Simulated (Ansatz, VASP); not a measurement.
## SnO: VASP beside Ansatz

```
CELL_PARAMETERS angstrom
3.80172 0.00000 0.00000
0.00000 3.80172 0.00000
0.00000 0.00000 4.74105
ATOMIC_POSITIONS crystal
Sn 0.50000 0.00000 0.24329
Sn 0.00000 0.50000 0.75671
O 0.00000 0.00000 0.00000
O 0.50000 0.50000 0.00000
```

Alike in both runs: functional PBEsol; k mesh 8 × 8 × 7; occupations fermi-dirac, width 0.1 eV; no spin polarisation.

Ansatz relaxed the structure, and its values are those at the end. VASP's run is a single point on that final structure, the one shown.

|  | VASP | Ansatz |
| --- | --- | --- |
| version | VASP 6.6.1 | Ansatz 0.2.0 |
| potentials or method | VASP PAW PBE potentials, release 64 (Sn_d, O_h), cutoff 910 eV | PAW plane waves |
| valence electrons in the cell | 40 | 40 |

VASP gave:

- gap on the k mesh at the Fermi level (eV): none
- rms of the force components (eV/Å): 0.037

Estimate Ansatz's values.

gap on the k mesh at the Fermi level (eV): none; rms of the force components (eV/Å): 0.000.

VASP's potentials were made for PBE, not for PBEsol, and Ansatz warns of the same on its side. A gap of «none» marks a metal or a gap that the smearing closes. With one functional, cell and mesh, what is left measures potentials, basis and numerics.

Noted on VASP's run: the cutoff is under 1.25 times that of the potentials, so the pressure is a little rough.
